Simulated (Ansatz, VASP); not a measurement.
## One calculation of SrO, two programs

INCAR

```
  PREC = Accurate
  ENCUT = 520
  EDIFF = 1E-8
  ISMEAR = -1
  SIGMA = 0.02
  LREAL = False
  LASPH = True
  NELM = 80
  ALGO = Normal
  ISIF = 2
  LWAVE = False
  LCHARG = False
  GGA = PE
  LEFG = True
  NBANDS = 15
```

Contents of KPOINTS:

```
Automatic mesh
0
Gamma
  8 8 8
```

File POSCAR:

```
SrO
1.0
    0.0770940000      2.6083470000      2.6083470000
    2.6083470000      0.0770940000      2.6083470000
    2.6083470000      2.6083470000      0.0770940000
Sr O
1 1
Direct
    0.0000000000      0.0000000000      0.0000000000
    0.5000000000      0.5000000000      0.5000000000
```

Input for Ansatz:

```yaml
crystal:
  lattice:
    - [0.077094, 2.608347, 2.608347]
    - [2.608347, 0.077094, 2.608347]
    - [2.608347, 2.608347, 0.077094]
  atoms:
    - { symbol: Sr, position: [0.0, 0.0, 0.0] }
    - { symbol: O, position: [0.5, 0.5, 0.5] }
kpoints:
  mp_grid: { grid: [8, 8, 8] }
scf:
  occupations: { method: fermi_dirac, width: 0.02 }
hamiltonian:
  xc: pbe
  pseudopotentials: { kind: all_electron, datasets: crystal }
output:
  forces: true
  stress: true
  eigenvalues: true
  efg: { contact_densities: true }
```

Change from the starting cell: equal xy, yz and zx shear strains of +3 %, crystal datasets.

Alike in both runs: task electric field gradients; functional PBE; k mesh 8 × 8 × 8; occupations fermi-dirac, width 0.02 eV; no spin polarisation.

|  | VASP | Ansatz |
| --- | --- | --- |
| version | VASP 6.6.1 | Ansatz 0.2.0 |
| potentials or method | VASP PAW PBE potentials, release 64 (Sr_sv, O), cutoff 520 eV | all-electron PAW with datasets made for the crystal, scalar-relativistic |

Ansatz gave:

```
gap on the k mesh at the Fermi level (eV)                     : 3.26
pressure (GPa)                                                : 2.9
traceless stress, the component that is largest in VASP (GPa) : -1.75
size of Vzz on the site where it differs most (V/Å²)          : 23.0
```

Estimate VASP's values.

gap on the k mesh at the Fermi level (eV): 3.21; pressure (GPa): 3.5; traceless stress, the component that is largest in VASP (GPa): -1.75; size of Vzz on the site where it differs most (V/Å²): 23.2.

Ansatz ran all-electron here, and VASP with PAW potentials.
